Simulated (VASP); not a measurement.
# Nb3CdB (Pmmm) in VASP: notebook, part 2 of 2

VASP 6.6.1.

## 4. Single point, PBE

This run uses another cell than the first one, of 18.10 Å³/atom.

Input file INCAR:

```
SYSTEM = Nb3CdB
PREC = Accurate ; ENCUT = 520
EDIFF = 1E-7 ; ISMEAR = 0
SIGMA = 0.1 ; LREAL = .False.
LASPH = .True. ; NELM = 60
ALGO = Normal ; ISIF = 2
LWAVE = .False. ; LCHARG = .False.
GGA = PE ; NBANDS = 35
```

Input file KPOINTS:

```
Automatic mesh
0
Gamma
  4 4 4
  0 0 0
```

Input file POSCAR:

```
Nb3CdB
1.0
    3.0371935955      0.0000000000      0.0000000000
    0.0000000000      4.6672814731      0.0000000000
    0.0000000000      0.0000000000      6.3860386220
Nb Cd B
3 1 1
Direct
    0.0000000000      0.0000000000      0.0000000000
    0.0000000000      0.5000000000      0.2503591948
    0.0000000000      0.5000000000      0.7496408052
    0.0000000000      0.0000000000      0.5000000000
    0.5000000000      0.5000000000      0.0000000000
```

Started as:

```bash
> cat potpaw_PBE.64/Nb_sv/POTCAR potpaw_PBE.64/Cd/POTCAR potpaw_PBE.64/B/POTCAR > POTCAR
> mpirun -np 1 vasp_std > vasp.out
```

Wall time 46 s (1 thread of Intel Xeon Platinum 8488C (Sapphire Rapids), shared host); peak memory 0.23 GiB.

The run converged. Its results:

- Free energy: -36.0494 eV
- Pressure: 0.0 GPa
- Largest force: 0.028 eV/Å
- Band gap on the k mesh: zero (bands 27 and 28 overlap by 1.18 eV)

Forces in eV/Å, atoms in the order of the input:
```
Nb   0.000  0.000  0.000
Nb   0.000  0.000 -0.028
Nb   0.000  0.000  0.028
Cd   0.000  0.000  0.000
B    0.000  0.000  0.000
```

Stress tensor (GPa, compression positive):
```
-0.25  0.00  0.00
 0.00  0.04  0.00
 0.00  0.00  0.11
```

Levels at points of the mesh, in eV from the Fermi level:
| k point | band 25 | band 26 | band 27 | band 28 | band 29 | band 30 |
| --- | --- | --- | --- | --- | --- | --- |
| (0.00, 0.00, 0.00) | -1.39 | -1.26 | -0.87 | -0.33 | 0.72 | 1.74 |
| (0.50, 0.00, 0.00) | -0.72 | -0.71 | -0.55 | -0.48 | 0.75 | 1.15 |
| (0.00, 0.50, 0.00) | -1.73 | -1.66 | -0.49 | -0.13 | 1.04 | 1.05 |
| (0.50, 0.50, 0.00) | -1.06 | -0.60 | 0.22 | 0.89 | 1.41 | 1.48 |
| (0.00, 0.00, 0.50) | -1.47 | -1.02 | -0.46 | -0.45 | 0.72 | 1.48 |
| (0.50, 0.00, 0.50) | -1.16 | -0.82 | 0.51 | 0.52 | 1.15 | 1.24 |
| (0.00, 0.50, 0.50) | -1.56 | -1.49 | -1.34 | 0.59 | 0.77 | 0.98 |
| (0.50, 0.50, 0.50) | -1.50 | -0.32 | -0.10 | 0.51 | 0.84 | 0.96 |

Caveat: the k points lie up to 0.52 Å⁻¹ apart, too coarse for converged energies and pressures of a metal.

## 5. Relaxation of cell and atoms, PBE

This run uses another cell than the first one, of 18.10 Å³/atom.

Input file INCAR:

```
SYSTEM = Nb3CdB
ALGO = Fast ; EDIFF = 1E-6
EDIFFG = -0.04 ; ENCUT = 600
GGA = PE ; IBRION = 2
ISIF = 3 ; ISMEAR = 0
LASPH = .TRUE. ; LCHARG = .FALSE.
LREAL = .FALSE. ; LWAVE = .FALSE.
NELM = 60 ; NSW = 90
PREC = Accurate ; SIGMA = 0.1
```

Input file KPOINTS:

```
k-points
0
G
  6 4 4
  0 0 0
```

POSCAR is that of step 4.

Started as:

```bash
> cat potpaw_PBE.64/Nb_sv/POTCAR potpaw_PBE.64/Cd/POTCAR potpaw_PBE.64/B/POTCAR > POTCAR
> mpirun -np 1 vasp_std > vasp.out
```

Wall time 11 min (1 thread of Intel Xeon Platinum 8488C (Sapphire Rapids), shared host); peak memory 0.31 GiB.

It converged, with:

```
Free energy                           : -36.2178 eV
Relaxed volume                        : 18.01 Å³/atom
Relaxed cell                          : a = 2.980 Å, b = 4.703 Å, c = 6.428 Å, α = 90.00°, β = 90.00°, γ = 90.00°
Space group after relaxing (to 0.1 Å) : Pmmm (No. 47)
Energy gained by relaxing             : 6.0 meV/atom
Ionic steps                           : 4
Pressure after relaxing               : -0.1 GPa
Largest force after relaxing          : 0.007 eV/Å
Band gap on the k mesh                : zero (bands 27 and 28 overlap by 1.45 eV)
```

Forces in eV/Å, atoms in the order of the input:
```
Nb   0.000  0.000  0.000
Nb   0.000  0.000 -0.007
Nb   0.000  0.000  0.007
Cd   0.000  0.000  0.000
B    0.000  0.000  0.000
```

Step by step:
```
step  energy change (eV)  largest force (eV/Å)  pressure (GPa)  volume (Å³)
   1              0.0000                0.0180           -0.26        90.52
   2             -0.0269                0.1210           -0.02        90.11
   3             -0.0292                0.0956           -0.10        90.21
   4             -0.0299                0.0069           -0.08        90.06
```

Final structure:
```
Nb Cd B
1.0
     2.97960    0.00000    0.00000
     0.00000    4.70256    0.00000
     0.00000    0.00000    6.42762
Nb Cd B
3 1 1
Cartesian
  0.0000 4.7026 0.0000
  2.9796 2.3513 1.6129
  0.0000 2.3513 4.8147
  0.0000 4.7026 3.2138
  1.4898 2.3513 0.0000
```

Levels at points of the mesh, in eV from the Fermi level:
| k point | band 24 | band 25 | band 26 | band 27 | band 28 | band 29 | band 30 | band 31 |
| --- | --- | --- | --- | --- | --- | --- | --- | --- |
| (0.00, 0.00, 0.00) | -1.76 | -1.35 | -0.97 | -0.84 | -0.37 | 1.08 | 2.04 | 2.24 |
| (0.50, 0.00, 0.00) | -0.76 | -0.75 | -0.59 | -0.50 | -0.43 | 0.86 | 1.10 | 2.97 |
| (0.00, 0.50, 0.00) | -1.63 | -1.61 | -1.39 | -0.53 | -0.14 | 1.02 | 1.04 | 1.48 |
| (0.50, 0.50, 0.00) | -1.02 | -0.90 | -0.58 | 0.31 | 0.92 | 1.43 | 1.48 | 1.98 |
| (0.00, 0.00, 0.50) | -1.83 | -1.44 | -0.73 | -0.50 | -0.48 | 1.09 | 1.74 | 2.28 |
| (0.50, 0.00, 0.50) | -2.04 | -1.03 | -0.87 | 0.57 | 0.58 | 1.20 | 1.31 | 1.32 |
| (0.00, 0.50, 0.50) | -1.62 | -1.41 | -1.34 | -1.24 | 0.55 | 0.74 | 1.32 | 1.89 |
| (0.50, 0.50, 0.50) | -1.63 | -1.32 | -0.18 | -0.01 | 0.50 | 0.82 | 1.13 | 1.48 |

## 6. Summary

| task | cell | k mesh | cutoff (eV) | gap on the mesh (eV) | pressure (GPa) | largest force (eV/Å) |
| --- | --- | --- | --- | --- | --- | --- |
| single point | a = 2.980, b = 4.704, c = 6.419 Å, 5 atoms, atomic positions A | 6 × 4 × 4 | 520 | none | 0.0 | 0.04 |
| single point | a = 4.065, b = 4.232, c = 4.755 Å, 5 atoms, atomic positions B | 4 × 4 × 4 | 520 | none | 64.9 | 4.79 |
| single point | a = 3.037, b = 4.667, c = 6.386 Å, 5 atoms, atomic positions A | 4 × 4 × 4 | 520 | none | 0.0 | 0.03 |
| relaxation of cell and atoms | relaxed from a = 3.037, b = 4.667, c = 6.386 Å, 5 atoms, atomic positions A | 6 × 4 × 4 | 600 | none | -0.1 | 0.01 |

Alike in all rows: level PBE; potentials or basis VASP PAW PBE potentials, release 64 (Nb_sv, Cd, B); no spin polarisation; smearing gaussian 0.1 eV.

Caveats: some runs use coarse meshes; forces of over 1 eV/Å act on the atoms, so gaps and moduli don't describe the material at rest (at least some runs).

Total energies depend on the potentials used, so only differences within one code and one set of settings carry meaning.
